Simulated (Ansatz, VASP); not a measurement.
SiO2 in VASP and in Ansatz

```
Si O
1.0
     5.00282    0.00000    0.00000
     0.00000    5.00282    0.00000
     0.00000    0.00000    7.24991
Si O
4 8
Cartesian
  0.0000 0.0000 0.0000
  0.0000 2.5014 1.8125
  2.5014 2.5014 3.6250
  2.5014 0.0000 5.4374
  0.4445 1.2507 0.9062
  1.2507 2.9459 2.7187
  3.7521 2.0569 2.7187
  4.5583 3.7521 0.9062
  2.9459 3.7521 4.5312
  3.7521 0.4445 6.3437
  1.2507 4.5583 6.3437
  2.0569 1.2507 4.5312
```

Alike in both runs: task single point; functional LDA; k mesh 6 × 6 × 4; occupations gaussian, width 0.02 eV; no spin polarisation.

|  | VASP | Ansatz |
| --- | --- | --- |
| version | VASP 6.6.1 | Ansatz 0.2.0 |
| potentials or method | VASP PAW LDA potentials, release 64 (Si, O), cutoff 520 eV | scalar-relativistic, plane waves, PAW |
| valence electrons in the cell | 64 | 64 |

VASP gave:

* gap on the k mesh at the Fermi level (eV): 5.68
* least direct gap on the mesh (eV): 5.68
* pressure (GPa): 0.2
* traceless stress, the component that is largest in VASP (GPa): 0.38
* rms of the force components (eV/Å): 0.011

**Question.** What did Ansatz give for the same quantities?

**Answer.** gap on the k mesh at the Fermi level (eV): 5.68; least direct gap on the mesh (eV): 5.68; pressure (GPa): -0.4; traceless stress, the component that is largest in VASP (GPa): 0.37; rms of the force components (eV/Å): 0.000.

LDA's correlation is that of Perdew and Zunger in VASP and of Perdew and Wang (1992) in Ansatz. Atom by atom the forces differ by 0.011 eV/Å (rms over components).
